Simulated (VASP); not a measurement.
A run of VASP 6.6.1 is set up as follows.

Contents of INCAR:

```
ALGO = Fast ; EDIFF = 1E-7
ENCUT = 520 ; ISIF = 2
ISMEAR = 0 ; LASPH = T
LCHARG = F ; LREAL = F
LWAVE = F ; NBANDS = 14
NELM = 100 ; PREC = Accurate
SIGMA = 0.15
```

KPOINTS

```
k-points
0
Gamma
  22 22 22
```

Contents of POSCAR:

```
Rh
1.0
    0.0000000000      1.9490887500      1.9015500000
    1.9490887500      0.0000000000      1.9015500000
    1.9490887500      1.9490887500      0.0000000000
Rh
1
Direct
    0.0000000000      0.0000000000      0.0000000000
```

Potentials or basis: VASP PAW LDA potentials, release 64 (Rh_pv).

The run is started by

```bash
$ cat potpaw_LDA.64/Rh_pv/POTCAR > POTCAR
$ mpirun -np 1 vasp_std > vasp.out
```

Q: What does it give for the pressure?

A: -21.6 GPa.

Stress tensor (GPa, compression positive):
```
-23.33   0.00   0.00
  0.00 -23.33   0.00
  0.00   0.00 -18.20
```

Caveat: the cell differs from its parent crystal (strain +0.025 along x and y, +0.000 along z).
